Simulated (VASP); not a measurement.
A run of VASP 6.6.1 is set up as follows.

The input INCAR:

```
PREC = Accurate
ENCUT = 520
EDIFF = 1E-6
ISMEAR = 0
SIGMA = 0.1
LREAL = False
LASPH = True
NELM = 150
ALGO = Normal
ISIF = 2
LWAVE = False
LCHARG = False
ISPIN = 2
MAGMOM = 2.72 -0.07
LORBIT = 11
NUPDOWN = 2.4
LMAXMIX = 4
NBANDS = 24
```

Contents of KPOINTS:

```
regular mesh
0
Gamma
  7 7 7
```

File POSCAR:

```
MnZn
1.0
    3.0700000000      0.0000000000      0.0000000000
    0.0000000000      3.0700000000      0.0000000000
    0.0000000000      0.0000000000      3.0700000000
Mn Zn
1 1
Direct
    0.0000000000      0.0000000000      0.0000000000
    0.5000000000      0.5000000000      0.5000000000
```

Potentials or basis: VASP PAW LDA potentials, release 64 (Mn_pv, Zn).

Run with:

```console
$ cat potpaw_LDA.64/Mn_pv/POTCAR potpaw_LDA.64/Zn/POTCAR > POTCAR
$ mpirun -np 1 vasp_std > vasp.out
```

(1) What does it give for the pressure?

## Answers

(1) -21.7 GPa.

Caveat: the cell stands under tension; the total moment is fixed, so each spin has its own Fermi level.
